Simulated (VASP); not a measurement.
A run of VASP 6.6.1 is set up as follows.

Contents of INCAR:

```
SYSTEM = LiBe24
ALGO = Normal
DIPOL = 0.5 0.5 0.321
EDIFF = 1E-6
EDIFFG = -0.025
ENCUT = 520
IBRION = 2
IDIPOL = 3
ISIF = 2
ISMEAR = 0
KPAR = 4
LASPH = .TRUE.
LCHARG = .FALSE.
LDIPOL = .TRUE.
LREAL = Auto
LWAVE = .FALSE.
NELM = 80
NSW = 36
PREC = Accurate
SIGMA = 0.1
```

The input KPOINTS:

```
k-points
0
G
  6 4 1
  0 0 0
```

File POSCAR:

```
LiBe24
1.0
    4.4524297775      0.0000000000      0.0000000000
    0.0000000000      7.0331519566      0.0000000000
    0.0000000000      0.0000000000     19.7998741761
Be Li
24 1
Selective dynamics
Direct
    0.0000000000      0.3750000000      0.2020214858  F F F
    0.0000000000      0.8750000000      0.2020214858  F F F
    0.5000000000      0.3750000000      0.2020214858  F F F
    0.5000000000      0.8750000000      0.2020214858  F F F
    0.2500000000      0.1250000000      0.2344789084  F F F
    0.2500000000      0.6250000000      0.2344789084  F F F
    0.7500000000      0.1250000000      0.2344789084  F F F
    0.7500000000      0.6250000000      0.2344789084  F F F
    0.2500000000      0.3750000000      0.2993937535  F F F
    0.2500000000      0.8750000000      0.2993937535  F F F
    0.7500000000      0.3750000000      0.2993937535  F F F
    0.7500000000      0.8750000000      0.2993937535  F F F
    0.0000000000      0.1250000000      0.3261495638  F F F
    0.0000000000      0.6250000000      0.3261495638  F F F
    0.5000000000      0.1250000000      0.3261495638  F F F
    0.5000000000      0.6250000000      0.3261495638  F F F
    0.0000000000      0.3750000000      0.3969669031  F F F
    0.0000000000      0.8750000000      0.3969669031  F F F
    0.5000000000      0.3750000000      0.3969669031  F F F
    0.5000000000      0.8750000000      0.3969669031  F F F
    0.2500000000      0.1250000000      0.4191882283  F F F
    0.2500000000      0.6250000000      0.4191882283  F F F
    0.7500000000      0.1250000000      0.4191882283  F F F
    0.7500000000      0.6250000000      0.4191882283  F F F
    0.5000000000      0.3125000000      0.5079912526  F F T
```

Potentials or basis: VASP PAW LDA potentials, release 64 (Be, Li_sv).

Launch:

```console
$ cat potpaw_LDA.64/Be/POTCAR potpaw_LDA.64/Li_sv/POTCAR > POTCAR
$ mpirun -np 4 vasp_std > vasp.out
```

Q: Estimate the energy gained by relaxing.

A: 0.0 meV/atom.

Q: Predict the band gap on the k mesh.

A: Zero (an odd number of electrons rules out a gap without spin polarisation).

Final structure:
```
Be Li
1.0
     4.45243    0.00000    0.00000
     0.00000    7.03315    0.00000
     0.00000    0.00000   19.79987
Be Li
24 1
Direct
  0.00000 0.37500 0.20202
  0.00000 0.87500 0.20202
  0.50000 0.37500 0.20202
  0.50000 0.87500 0.20202
  0.25000 0.12500 0.23448
  0.25000 0.62500 0.23448
  0.75000 0.12500 0.23448
  0.75000 0.62500 0.23448
  0.25000 0.37500 0.29939
  0.25000 0.87500 0.29939
  0.75000 0.37500 0.29939
  0.75000 0.87500 0.29939
  0.00000 0.12500 0.32615
  0.00000 0.62500 0.32615
  0.50000 0.12500 0.32615
  0.50000 0.62500 0.32615
  0.00000 0.37500 0.39697
  0.00000 0.87500 0.39697
  0.50000 0.37500 0.39697
  0.50000 0.87500 0.39697
  0.25000 0.12500 0.41919
  0.25000 0.62500 0.41919
  0.75000 0.12500 0.41919
  0.75000 0.62500 0.41919
  0.50000 0.31250 0.50709
```
